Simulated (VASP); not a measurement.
# MgC (P6_3/mmc) in VASP: a series of runs

Runs on MgC. Level: PBE. Tasks: single point, relaxation of cell and atoms.

Everything below comes from runs of VASP 6.6.1. Logs are shortened: lines on timing, memory, paths and dates and some standing lists are left out, and cuts for length are marked.

### 1 The cell of the first run

The structure is hexagonal, space group P6_3/mmc (No. 194). Conventional cell: a = 3.550 Å, b = 3.550 Å, c = 9.052 Å, α = 90.00°, β = 90.00°, γ = 120.00°. Within 3.4 Å of Mg (site symmetry -3m) lie 6 C at 2.57 Å and 6 Mg at 3.05 Å. Mg (site symmetry -6m2) has 6 C at 2.17 Å within 2.9 Å. Within 1.9 Å of C (site symmetry 3m) lie 1 C at 1.42 Å.

### 2 Single point, PBE

The input, INCAR:

```
SYSTEM = MgC
  ALGO = Normal
  EDIFF = 1E-6
  ENCUT = 520
  GGA = PE
  ISIF = 2
  ISMEAR = 0
  LASPH = .TRUE.
  LCHARG = .FALSE.
  LREAL = .FALSE.
  LWAVE = .FALSE.
  NBANDS = 22
  NELM = 100
  PREC = Accurate
  SIGMA = 0.1
```

The input, KPOINTS:

```
k-points
0
G
  6 6 2
  0 0 0
```

The input, POSCAR:

```
MgC
1.0
    3.5499721398      0.0000000032      0.0000000000
   -1.7749860726      3.0743660542      0.0000000000
    0.0000000000      0.0000000000      9.0516644640
Mg C
4 4
Direct
    0.0000000000      0.0000000000      0.0000000000
    0.3333333333      0.6666666667      0.2500000000
    0.0000000000      0.0000000000      0.5000000000
    0.6666666667      0.3333333333      0.7500000000
    0.6666666667      0.3333333333      0.1713247964
    0.6666666667      0.3333333333      0.3286752036
    0.3333333333      0.6666666667      0.6713247964
    0.3333333333      0.6666666667      0.8286752036
```

Potentials or basis: VASP PAW PBE potentials, release 64 (Mg, C).

Command:

```bash
cat potpaw_PBE.64/Mg/POTCAR potpaw_PBE.64/C/POTCAR > POTCAR
mpirun -np 1 vasp_std > vasp.out
```

OUTCAR:

```text
SYSTEM = MgC
   EDIFF = 1E-6
   ENCUT = 520
   GGA = PE
   ISIF = 2
   ISMEAR = 0
   LASPH = .TRUE.
   LREAL = .FALSE.
   NELM = 100
   PREC = Accurate

 ion  position               nearest neighbor table
   1  0.000  0.000  0.000-   5 2.57   8 2.57   8 2.57   5 2.57   5 2.57   8 2.57   2 3.05   4 3.05
                             2 3.05   4 3.05   2 3.05   4 3.05
   2  0.333  0.667  0.250-   5 2.17   6 2.17   5 2.17   6 2.17   5 2.17   6 2.17   1 3.05   3 3.05
                             1 3.05   3 3.05   1 3.05   3 3.05
   3  0.000  0.000  0.500-   6 2.57   7 2.57   7 2.57   6 2.57   6 2.57   7 2.57   2 3.05   4 3.05
                             2 3.05   4 3.05   2 3.05   4 3.05
   4  0.667  0.333  0.750-   7 2.17   8 2.17   7 2.17   8 2.17   7 2.17   8 2.17   1 3.05   3 3.05
                             1 3.05   3 3.05   1 3.05   3 3.05
   5  0.667  0.333  0.171-   6 1.42   2 2.17   2 2.17   2 2.17   1 2.57   1 2.57   1 2.57
   6  0.667  0.333  0.329-   5 1.42   2 2.17   2 2.17   2 2.17   3 2.57   3 2.57   3 2.57
   7  0.333  0.667  0.671-   8 1.42   4 2.17   4 2.17   4 2.17   3 2.57   3 2.57   3 2.57
   8  0.333  0.667  0.829-   7 1.42   4 2.17   4 2.17   4 2.17   1 2.57   1 2.57   1 2.57

  LATTYP: Found a hexagonal cell.
 ALAT       =     3.5499721398
 C/A-ratio  =     2.5497846483

  Lattice vectors:

 A1 = (   3.5499721398,   0.0000000032,   0.0000000000)
 A2 = (  -1.7749860726,   3.0743660542,   0.0000000000)
 A3 = (   0.0000000000,   0.0000000000,   9.0516644640)

Analysis of symmetry for initial positions (statically):
=====================================================================
 Subroutine PRICEL returns:
 Original cell was already a primitive cell.

 Routine SETGRP: Setting up the symmetry group for a
 hexagonal supercell.

 Subroutine GETGRP returns: Found 24 space group operations
 (whereof 12 operations were pure point group operations)
 out of a pool of 24 trial point group operations.

The static configuration has the point symmetry D_3d.
 The point group associated with its full space group is D_6h.

Analysis of symmetry for dynamics (positions and initial velocities):
=====================================================================
 Subroutine PRICEL returns:
 Original cell was already a primitive cell.

 Routine SETGRP: Setting up the symmetry group for a
 hexagonal supercell.

 Subroutine GETGRP returns: Found 24 space group operations
 (whereof 12 operations were pure point group operations)
 out of a pool of 24 trial point group operations.

The dynamic configuration has the point symmetry D_3d.
 The point group associated with its full space group is D_6h.

 Subroutine INISYM returns: Found 24 space group operations
 (whereof 12 operations are pure point group operations),
 and found     1 'primitive' translations

----------------------------------------------------------------------------------------

                                     Primitive cell

  volume of cell :      98.7891

  direct lattice vectors                    reciprocal lattice vectors
     3.549972140  0.000000003  0.000000000     0.281692351  0.162635155  0.000000000
    -1.774986073  3.074366054  0.000000000    -0.000000000  0.325270310  0.000000000
     0.000000000  0.000000000  9.051664464     0.000000000  0.000000000  0.110476919

  length of vectors
     3.549972140  3.549972140  9.051664464     0.325270310  0.325270310  0.110476919

  position of ions in fractional coordinates (direct lattice)
     0.000000000  0.000000000  0.000000000
     0.333333333  0.666666667  0.250000000
     0.000000000  0.000000000  0.500000000
     0.666666667  0.333333333  0.750000000
     0.666666667  0.333333333  0.171324796
     0.666666667  0.333333333  0.328675204
     0.333333333  0.666666667  0.671324796
     0.333333333  0.666666667  0.828675204

  ion indices of the primitive-cell ions
   primitive index   ion index
                 1           1
                 2           2
                 3           3
                 4           4
                 5           5
                 6           6
                 7           7
                 8           8

----------------------------------------------------------------------------------------

 KPOINTS: k-points

Automatic generation of k-mesh.
 Grid dimensions read from file:
 generate k-points for:    6    6    2

 Generating k-lattice:

  Cartesian coordinates                     Fractional coordinates (reciprocal lattice)
     0.046948725  0.027105859  0.000000000     0.166666667 -0.000000000  0.000000000
    -0.000000000  0.054211718  0.000000000    -0.000000000  0.166666667  0.000000000
     0.000000000  0.000000000  0.055238459     0.000000000  0.000000000  0.500000000

  Length of vectors
     0.054211718  0.054211718  0.055238459

  Shift w.r.t. Gamma in fractional coordinates (k-lattice)
     0.000000000  0.000000000  0.000000000

 Subroutine IBZKPT returns following result:
 ===========================================

 Found     14 irreducible k-points:

 Following reciprocal coordinates:
            Coordinates               Weight
  0.000000  0.000000  0.000000      1.000000
  0.166667  0.000000  0.000000      6.000000
  0.333333 -0.000000  0.000000      6.000000
  0.500000  0.000000  0.000000      3.000000
  0.166667  0.166667  0.000000      6.000000
  0.333333  0.166667  0.000000     12.000000
  0.333333  0.333333  0.000000      2.000000
  0.000000  0.000000  0.500000      1.000000
  0.166667  0.000000  0.500000      6.000000
  0.333333 -0.000000  0.500000      6.000000
  0.500000  0.000000  0.500000      3.000000
  0.166667  0.166667  0.500000      6.000000
  0.333333  0.166667  0.500000     12.000000
  0.333333  0.333333  0.500000      2.000000
   k-points           NKPTS =     14   k-points in BZ     NKDIM =     14   number of bands    NBANDS=     22
   number of dos      NEDOS =    301   number of ions     NIONS =      8
   total plane-waves  NPLWV =  54880
   dimension x,y,z NGX =    28 NGY =   28 NGZ =   70
   dimension x,y,z NGXF=    56 NGYF=   56 NGZF=  140
   ions per type =               4   4
   NGX,Y,Z   is equivalent  to a cutoff of  13.11, 13.11, 12.86 a.u.
   NGXF,Y,Z  is equivalent  to a cutoff of  26.22, 26.22, 25.71 a.u.
 SYSTEM =  MgC
   PREC   = accura    normal or accurate (medium, high low for compatibility)
   ISTART =      0    job   : 0-new  1-cont  2-samecut
   ICHARG =      2    charge: 1-file 2-atom 10-const
   ISPIN  =      1    spin polarized calculation?
   LNONCOLLINEAR =      F non collinear calculations
   LSORBIT =      F    spin-orbit coupling
   LASPH  =      T    aspherical Exc in radial PAW
   ENCUT  =  520.0 eV  38.22 Ry    6.18 a.u.   6.60  6.60 16.83*2*pi/ulx,y,z
   NELM   =    100;   NELMIN=  2; NELMDL= -5     # of ELM steps
   EDIFF  = 0.1E-05   stopping-criterion for ELM
   LREAL  =      F    real-space projection
   EDIFFG = 0.1E-04   stopping-criterion for IOM
   NSW    =      0    number of steps for IOM
   IBRION =     -1    ionic relax: 0-MD 1-quasi-New 2-CG
   NFREE  =      0    steps in history (QN), initial steepest desc. (CG)
   ISIF   =      2    stress and relaxation
   ISYM   =      2    0-nonsym 1-usesym 2-fastsym
   POTIM  = 0.5000    time-step for ionic-motion
   TEBEG  =    0.0;   TEEND  =   0.0 temperature during run
   PSTRESS=    0.0 pullay stress
   NELECT =      24.0000    total number of electrons
   NUPDOWN=      -1.0000    fix difference up-down
   EMIN   =  10.00;   EMAX   =-10.00  energy-range for DOS
   EFERMI =   0.00;   METHOD = LEGACY
   ISMEAR =     0;   SIGMA  =   0.10  broadening in eV -4-tet -1-fermi 0-gaus
   EFERMI_NEDOS =   21; number of points for ismear=-14 and -15
   IALGO  =     38    algorithm
   IMIX   =      4    mixing-type and parameters
     AMIX     =   0.40;   BMIX     =  1.00
     AMIX_MAG =   1.60;   BMIX_MAG =  1.00
  volume/ion in A,a.u.               =      12.35        83.33
  Fermi-wavevector in a.u.,A,eV,Ry     =   1.021509  1.930372 14.197420  1.043481
  Thomas-Fermi vector in A             =   2.155138
   LORBIT       =      0    0 simple, 1 ext, 2 COOP (PROOUT), +10 PAW based schemes
   GGA     = PE    functional components
   LHFCALC =     F    Hartree Fock is set to
   AEXX    =    0.0000 exact exchange contribution
   IVDW    =     0    specifies the selected vdW correction
   LEPSILON=     F    determine dielectric tensor
   LRPA    =     F    only Hartree local field effects (RPA)
 non-spin polarized calculation
 Gauss-broadening in eV      SIGMA  =   0.10
  energy-cutoff  :      520.00
  volume of cell :       98.79
 maximum number of plane-waves:      2709
 NGX is ok and might be reduce to    28
   NGX = 13   NGY = 13   NGZ = 33

 number of electron      23.9999999 magnetization

 Free energy of the ion-electron system (eV)
  ---------------------------------------------------
  ext. energy  EPLUGINS =         0.00000000
  ---------------------------------------------------
  free energy    TOTEN  =       -39.77528692 eV

  energy without entropy =      -39.75807865  energy(sigma->0) =      -39.76668279

 E-fermi :   4.9912     XC(G=0): -10.0274

 val. band max:        4.6027554408   @ k =   0.3333   0.1667   0.0000
 cond. band min:       5.0217955504   @ k =   0.3333   0.1667   0.5000
 fundamental gap:      0.4190401096
 Fermi energy:         4.9912354094

 k-point     1 :       0.0000    0.0000    0.0000
  band No.  band energies     occupation
      1     -10.7063      2.00000
      2     -10.5482      2.00000
      3      -4.5145      2.00000
      4      -2.6545      2.00000
      5      -1.6242      2.00000
      6       1.1594      2.00000
[... 14 lines left out ...]
     21      11.5752      0.00000
     22      11.9911      0.00000

 k-point     2 :       0.1667    0.0000    0.0000
  band No.  band energies     occupation
      1     -10.5348      2.00000
      2     -10.3959      2.00000
      3      -4.2066      2.00000
      4      -2.4742      2.00000
      5      -1.6102      2.00000
      6      -0.0228      2.00000
[... 292 lines left out ...]
 k-point    14 :       0.3333    0.3333    0.5000
  band No.  band energies     occupation
      1      -9.8127      2.00000
      2      -9.8127      2.00000
      3      -2.2492      2.00000
      4      -2.2492      2.00000
      5      -1.2563      2.00000
      6      -1.2563      2.00000
[... 14 lines left out ...]
     21      12.3153      0.00000
     22      12.3153      0.00000

------------------------ aborting loop because EDIFF is reached ----------------------------------------

  FORCE on cell =-STRESS in cart. coord.  units (eV):
  Direction    XX          YY          ZZ          XY          YZ          ZX
  --------------------------------------------------------------------------------------
  -------------------------------------------------------------------------------------
  Total       -0.0722490     -0.0722490      0.0883407     -0.0000000     -0.0000000      0.0000000
  in kB       -1.1717451     -1.1717451      1.4327231     -0.0000000     -0.0000000      0.0000000
  external PRESSURE =      -0.3035890 kB  Pullay stress =       0.0000000 kB

 VOLUME and BASIS-vectors are now :
 -----------------------------------------------------------------------------
  energy-cutoff  :      520.00
  volume of cell :       98.79
      direct lattice vectors                 reciprocal lattice vectors
     3.549972140  0.000000003  0.000000000     0.281692351  0.162635155  0.000000000
    -1.774986073  3.074366054  0.000000000    -0.000000000  0.325270310  0.000000000
     0.000000000  0.000000000  9.051664464     0.000000000  0.000000000  0.110476919

 POSITION                                       TOTAL-FORCE (eV/Angst)
 -----------------------------------------------------------------------------------
      0.00000      0.00000      0.00000         0.000000     -0.000000      0.000000
     -0.00000      2.04958      2.26292        -0.000000     -0.000000     -0.000000
      0.00000      0.00000      4.52583         0.000000     -0.000000      0.000000
      1.77499      1.02479      6.78875         0.000000     -0.000000      0.000000
      1.77499      1.02479      1.55077        -0.000000      0.000000     -0.083879
      1.77499      1.02479      2.97506        -0.000000     -0.000000      0.083879
     -0.00000      2.04958      6.07661         0.000000      0.000000     -0.083879
     -0.00000      2.04958      7.50089         0.000000     -0.000000      0.083879
 -----------------------------------------------------------------------------------
    total drift:                                0.000000      0.000000     -0.000000

  FREE ENERGIE OF THE ION-ELECTRON SYSTEM (eV)
  ---------------------------------------------------
  free  energy   TOTEN  =       -39.7752869212 eV

  energy  without entropy=      -39.7580786515  energy(sigma->0) =      -39.76668279
```

It took 39 s on 1 thread of Intel Xeon Platinum 8259CL at 2.50GHz (Skylake/Cascade Lake), shared host; peak memory 0.22 GiB.

What came out:

| Property | Result |
| --- | --- |
| Free energy | -39.7753 eV |
| Pressure | 0.0 GPa |
| Largest force | 0.084 eV/Å |
| Band gap on the k mesh | zero (band 12 reaches 6.88 eV, above the bottom of band 13 at 3.65 eV) |

Forces on the atoms (eV/Å):
```
Mg   0.000  0.000  0.000
Mg   0.000  0.000  0.000
Mg   0.000  0.000  0.000
Mg   0.000  0.000  0.000
C    0.000  0.000 -0.084
C    0.000  0.000  0.084
C    0.000  0.000 -0.084
C    0.000  0.000  0.084
```

Levels at points of the mesh, in eV from the Fermi level:
```
           k point  band 9  band 10  band 11  band 12  band 13  band 14  band 15  band 16
(0.00, 0.00, 0.00)   -3.73    -3.73     1.67     1.67     2.12     2.12     2.55     2.63
(0.50, 0.00, 0.00)   -4.27    -3.46    -2.74    -1.78     0.45     1.36     2.42     3.39
(0.00, 0.00, 0.50)   -3.78    -3.78     1.89     1.89     1.89     1.89     2.68     2.68
(0.50, 0.00, 0.50)   -4.31    -4.31    -1.87    -1.87     0.88     0.88     2.73     2.73
```

[end of part 1 of 2]
